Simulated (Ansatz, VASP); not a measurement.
## Ta in VASP and in Ansatz

```
Ta
1.0
     2.87230   -0.01719    0.41433
    -1.45104    2.51327    0.00000
     1.78857    1.03263    2.84732
Ta
1
Cartesian
  0.0000 0.0000 0.0000
```

Change from the starting cell: band edges of the strained film's bulk.

Alike in both runs: task single point; functional r2SCAN; k mesh 12 × 12 × 14; occupations gaussian, width 0.1 eV; no spin polarisation.

|  | VASP | Ansatz |
| --- | --- | --- |
| version | VASP 6.6.1 | Ansatz 0.2.0 |
| potentials or method | VASP PAW PBE potentials, release 64 (Ta_pv), cutoff 520 eV | scalar-relativistic, plane waves, PAW |
| valence electrons in the cell | 11 | 13 |

Ansatz gave:

* gap on the k mesh at the Fermi level (eV): none
* pressure (GPa): 4.0
* traceless stress, the component that is largest in VASP (GPa): -9.02

What did VASP give for the same quantities?

gap on the k mesh at the Fermi level (eV): none; pressure (GPa): 4.6; traceless stress, the component that is largest in VASP (GPa): -8.97.

VASP's potentials were made for PBE, not for r2SCAN. A gap of «none» marks a metal or a gap that the smearing closes. VASP's potentials hold 11 valence electrons a cell and Ansatz's 13, so a difference there can come from the potentials and not from the codes.

Neither program's run includes spin-orbit coupling.
